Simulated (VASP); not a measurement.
A run of VASP 6.6.1 is set up as follows.

Contents of POSCAR:

```
Rh
1.0
   -1.4654120782      1.4654120782      1.4654120782
    1.4654120782     -1.4654120782      1.4654120782
    1.4654120782      1.4654120782     -1.4654120782
Rh
1
Direct
    0.0000000000      0.0000000000      0.0000000000
```

Contents of INCAR.step1:

```
PREC = Accurate ; ENCUT = 520
ISMEAR = -1 ; SIGMA = 0.05
LREAL = F ; LASPH = T
NELM = 150 ; ISPIN = 2
MAGMOM = 0.873 ; LMAXMIX = 4
NBANDS = 18 ; GGA = PE
ALGO = Normal ; EDIFF = 1E-4
LWAVE = T ; LCHARG = F
```

Contents of INCAR.step2:

```
PREC = Accurate ; ENCUT = 520
EDIFF = 1E-6 ; ISMEAR = -1
SIGMA = 0.05 ; LREAL = F
LASPH = T ; NELM = 150
ALGO = Normal ; ISIF = 2
LWAVE = F ; LCHARG = T
ISPIN = 2 ; MAGMOM = 0.873
LORBIT = 11 ; LMAXMIX = 4
METAGGA = R2SCAN ; LMIXTAU = T
LELF = T ; LVHAR = T
NBANDS = 18 ; ISTART = 1
```

File KPOINTS:

```
regular mesh
0
Gamma
  16 16 16
```

Potentials or basis: VASP PAW PBE potentials, release 64 (Rh_pv).

Launch:

```bash
$ cat potpaw_PBE.64/Rh_pv/POTCAR > POTCAR
$ cp INCAR.step1 INCAR
$ mpirun -np 1 vasp_std > vasp.out
$ cp INCAR.step2 INCAR
$ mpirun -np 1 vasp_std > vasp.out
```

(1) Predict the site moments.

(2) What does it give for the pressure?

(3) Estimate the net moment.

Results:

(1) Rh +0.63 μB.

(2) 43.1 GPa.

(3) 0.62 μB per cell.

Caveat: the PAW data sets were made with another functional, which shifts forces and pressure a little.
